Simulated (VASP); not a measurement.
Crystal: MoS2.

```
Mo S
1.0
     3.42457    0.00000    0.00000
    -1.71229    2.96577    0.00000
     0.00000    0.00000    5.60443
Mo S
1 2
Direct
  0.00000 0.00000 0.00000
  0.66667 0.33333 0.76209
  0.33333 0.66667 0.23791
```

* Program: VASP 6.6.1
* Task: relaxation of cell and atoms
* Functional: PBEsol
* Potentials or basis: VASP PAW PBE potentials, release 64 (Mo_sv, S)
* Cutoff: 600 eV
* k mesh: 9 × 9 × 4
* Occupations: fermi-dirac, width 0.03 eV
* Spin: no spin polarisation

At the start: pressure 0.6 GPa; volume 18.97 Å³/atom.

Q: Where does the relaxation end?

A: Over 8 steps the energy falls by 178.1 meV/atom and the volume is 17.46 Å³/atom (-8.0 %); space group P-3m1 (No. 164, to 0.1 Å) before and after.

The path:
```tsv
step	energy change (eV)	largest force (eV/Å)	pressure (GPa)	volume (Å³)
1	0.0000	1.5411	0.59	56.92
2	-0.3336	0.0556	-6.91	57.37
3	-0.3539	0.4448	-8.75	57.44
4	-0.5271	0.2134	-2.45	53.32
5	-0.5322	0.1681	-1.15	52.62
6	-0.5323	0.1602	-0.91	52.51
7	-0.5342	0.0355	0.17	52.38
8	-0.5342	0.0092	0.03	52.39
```

Final structure:
```
CELL_PARAMETERS angstrom
3.14727 0.00000 0.00000
-1.57363 2.72561 0.00000
0.00000 0.00000 6.10763
ATOMIC_POSITIONS crystal
Mo 0.00000 0.00000 0.00000
S 0.66667 0.33333 0.74115
S 0.33333 0.66667 0.25885
```

Caveat: the PAW data sets were made with another functional, which shifts forces and pressure a little; this functional lacks dispersion, which binds the layers, so the pressure and a relaxed spacing across them are unreliable.
